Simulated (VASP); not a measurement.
A run of VASP 6.6.1:

The input INCAR:

```
SYSTEM = Ba3S2
PREC = Accurate
ENCUT = 600
EDIFF = 1E-6
ISMEAR = 0
SIGMA = 0.1
LREAL = .False.
LASPH = .True.
NELM = 80
ALGO = Normal
ISIF = 3
LWAVE = .False.
LCHARG = .False.
GGA = PE
IBRION = 2
NSW = 90
EDIFFG = -0.04
```

The input KPOINTS:

```
Automatic mesh
0
Gamma
  3 3 3
  0 0 0
```

The input POSCAR:

```
Ba3S2
1.0
    3.6859174745      2.1280654461      6.7089233200
   -3.6859174745      2.1280654461      6.7089233200
    0.0000000000     -4.2561308923      6.7089233200
Ba S
6 4
Direct
    0.0562500000      0.4437500000      0.7500000000
    0.7500000000      0.0562500000      0.4437500000
    0.4437500000      0.7500000000      0.0562500000
    0.9437500000      0.5562500000      0.2500000000
    0.2500000000      0.9437500000      0.5562500000
    0.5562500000      0.2500000000      0.9437500000
    0.8521800000      0.8521800000      0.8521800000
    0.6478200000      0.6478200000      0.6478200000
    0.1478200000      0.1478200000      0.1478200000
    0.3521800000      0.3521800000      0.3521800000
```

Potentials or basis: VASP PAW PBE potentials, release 64 (Ba_sv, S).

Run with:

```sh
$ cat potpaw_PBE.64/Ba_sv/POTCAR potpaw_PBE.64/S/POTCAR > POTCAR
$ mpirun -np 1 vasp_std > vasp.out
```

Hardware: 1 thread of Oxide Virtual Turin-like Processor, with other jobs on the host.

Q: Estimate the wall time of this run.

A: Wall time 36 min on 1 thread of Oxide Virtual Turin-like Processor, on a shared host, peak memory 0.63 GiB. Counts: scf iterations 132, k points 6, ion steps 13.
